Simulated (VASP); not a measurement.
Si3S, 4 atoms in the cell. It takes space group Im-3m (No. 229, cubic). Conventional cell: a = 5.044 Å, b = 5.044 Å, c = 5.044 Å, α = 90.00°, β = 90.00°, γ = 90.00°. Within 3.3 Å of Si (site symmetry 4/mmm) lie 4 Si at 2.52 Å and 2 S at 2.52 Å. Within 3.3 Å of S (site symmetry m-3m) lie 6 Si at 2.52 Å. 

- Program: VASP 6.6.1
- Task: relaxation of cell and atoms
- Functional: PBE
- Potentials or basis: VASP PAW PBE potentials, release 64 (Si, S)
- Cutoff: 600 eV
- k mesh: 14 × 14 × 14
- Occupations: gaussian, width 0.1 eV
- Spin: no spin polarisation
- Dipole correction: no
- Further INCAR settings: ALGO = Normal; EDIFF = 1e-06; IBRION = 2; EDIFFG = -0.01; NSW = 100; ISIF = 3

Potentials or basis: VASP PAW PBE potentials, release 64 (Si, S).

The run is started by

```bash
$ cat potpaw_PBE.64/Si/POTCAR potpaw_PBE.64/S/POTCAR > POTCAR
$ mpirun -np 1 vasp_std > vasp.out
```

Hardware: 1 thread of AMD EPYC 9R45 96-Core Processor (Zen 5), with other jobs on the host.

Question: How long does it take, and how much memory?

Answer: Wall time 76 s on 1 thread of AMD EPYC 9R45 96-Core Processor (Zen 5), with other jobs on the host, peak memory 0.24 GiB. Counts: scf iterations 22, k points 104, ion steps 3.
